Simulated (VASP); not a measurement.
Wanted: the native input for a VASP 6.6.1 run.

```
Task                   : single point
Functional             : PBE
Potentials or basis    : VASP PAW PBE potentials, release 64 (Al)
Cutoff                 : 520 eV
k mesh                 : 15 × 15 × 8
Occupations            : fermi-dirac, width 0.08 eV
Spin                   : no spin polarisation
Dipole correction      : no
Further INCAR settings : ALGO = Normal; EDIFF = 1e-06; NBANDS = 10
```

The structure of Al lies in POSCAR:

```
Al
1.0
    2.7086754360      0.0000000000      0.0000000000
   -1.3543377180      2.3457817382      0.0000000000
    0.0000000000      0.0000000000      4.4555243435
Al
2
Direct
    0.3333333333      0.6666666667      0.2500000000
    0.6666666667      0.3333333333      0.7500000000
```

This cell differs from its parent crystal: volume scaled by 0.85.

One way to write it, as run:

INCAR

```
SYSTEM = Al
  ALGO = Normal
  EDIFF = 1E-6
  ENCUT = 520
  GGA = PE
  ISIF = 2
  ISMEAR = -1
  LASPH = .TRUE.
  LCHARG = .FALSE.
  LREAL = .FALSE.
  LWAVE = .FALSE.
  NBANDS = 10
  NELM = 60
  PREC = Accurate
  SIGMA = 0.08
```

KPOINTS

```
k-points
0
G
  15 15 8
  0 0 0
```

Potentials or basis: VASP PAW PBE potentials, release 64 (Al).

Launch:

```bash
$ cat potpaw_PBE.64/Al/POTCAR > POTCAR
$ mpirun -np 1 vasp_std > vasp.out
```

It gave:

| Item | Value |
| --- | --- |
| Pressure | 17.3 GPa |
| Band gap on the k mesh | zero (band 3 reaches 14.18 eV, above the bottom of band 4 at 6.40 eV) |

Run time: 9 s on 1 thread of Intel(R) Xeon(R) 6975P-C (Granite Rapids), on a shared host, peak memory 0.15 GiB.
